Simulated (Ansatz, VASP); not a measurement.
**F in VASP and in Ansatz**

```
CELL_PARAMETERS angstrom
2.86524 -1.74958 0.30238
2.86524 1.74958 0.30238
-0.82146 0.00000 6.58960
ATOMIC_POSITIONS crystal
F 0.91386 0.58555 0.09393
F 0.41445 0.08614 0.40607
F 0.08614 0.41445 0.90607
F 0.58555 0.91386 0.59393
```

Change from the starting cell: volume 16.734 Å^3 an atom, stretch along a over the lengths across it, relative to the relaxed cell 1.0409.

Alike in both runs: task single point; functional PBE; dispersion D3(BJ); k mesh 8 × 8 × 4; occupations gaussian, width 0.05 eV; no spin polarisation.

|  | VASP | Ansatz |
| --- | --- | --- |
| version | VASP 6.6.1 | Ansatz 0.2.0 |
| potentials or method | VASP PAW PBE potentials, release 64 (F), cutoff 520 eV | scalar-relativistic, plane waves, PAW |
| valence electrons in the cell | 28 | 28 |

|  | VASP | Ansatz | Ansatz less VASP |
| --- | --- | --- | --- |
| gap on the k mesh at the Fermi level (eV) | 3.33 | 3.41 | +0.080 |
| least direct gap on the mesh (eV) | 3.33 | 3.41 | +0.080 |
| pressure (GPa) | 3.4 | 3.0 | -0.42 |
| traceless stress, the component that is largest in VASP (GPa) | 5.41 | 4.06 | -1.351 |
| rms of the force components (eV/Å) | 0.968 | 0.719 | -0.2498 |

Atom by atom the forces differ by 0.250 eV/Å (rms over components).
